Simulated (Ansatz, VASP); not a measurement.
# TiBe2H6: VASP beside Ansatz

```xyz
9
Lattice="0.0000 3.7798 3.7798 3.7798 0.0000 3.7798 3.7798 3.7798 0.0000" Properties=species:S:1:pos:R:3 pbc="T T T"
Ti    0.0000    0.0000    0.0000
Be    5.6697    5.6697    5.6697
Be    1.8899    1.8899    1.8899
H     0.0000    1.8899    1.8899
H     3.7798    1.8899    1.8899
H     1.8899    0.0000    1.8899
H     1.8899    3.7798    1.8899
H     1.8899    1.8899    0.0000
H     1.8899    1.8899    3.7798
```

Change from the starting cell: ordered vacancies on the A sites of perovskite (Fm-3m, No. 225).

Alike in both runs: task relaxation of cell and atoms; functional PBE; k mesh 4 × 4 × 4; occupations gaussian, width 0.1 eV; no spin polarisation.

|  | VASP | Ansatz |
| --- | --- | --- |
| version | VASP 6.6.1 | Ansatz 0.2.0 |
| potentials or method | VASP PAW PBE potentials, release 64 (Ti_sv, Be, H), cutoff 600 eV | scalar-relativistic, plane waves, PAW |
| valence electrons in the cell | 22 | 22 |

|  | VASP | Ansatz | Ansatz less VASP |
| --- | --- | --- | --- |
| gap on the k mesh at the Fermi level, each at its own relaxed structure (eV) | none | none | - |
| relaxed volume (Å³/atom) | 6.56 | 6.55 | -0.003 |
| relaxed length of the cell vector where the two differ most in proportion (Å) | 4.370 | 4.369 | -0.0006 |

A gap of «none» marks a metal or a gap that the smearing closes.

Noted on VASP's run: the volume moved by over 15 % at a fixed basis, so the end points are rough.
